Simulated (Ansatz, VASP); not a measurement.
HgPd: VASP beside Ansatz

```xyz
2
Lattice="3.0260 0.0000 0.0000 0.0000 3.0260 0.0000 0.0000 0.0000 3.7020" Properties=species:S:1:pos:R:3 pbc="T T T"
Hg    0.0000    0.0000    0.0000
Pd    1.5130    1.5130    1.8510
```

Alike in both runs: task single point; functional PBEsol; k mesh 12 × 12 × 10; occupations fermi-dirac, width 0.05 eV; no spin polarisation.

|  | VASP | Ansatz |
| --- | --- | --- |
| version | VASP 6.6.1 | Ansatz 0.2.0 |
| potentials or method | VASP PAW PBE potentials, release 64 (Hg, Pd), cutoff 520 eV | all-electron LAPW, scalar-relativistic |

|  | VASP | Ansatz | Ansatz less VASP |
| --- | --- | --- | --- |
| pressure (GPa) | 1.0 | 0.0 | -1.02 |
| traceless stress, the component that is largest in VASP (GPa) | 0.26 | 0.19 | -0.072 |

VASP's potentials were made for PBE, not for PBEsol. Ansatz ran all-electron here, and VASP with PAW potentials.

Spin-orbit coupling is off throughout.
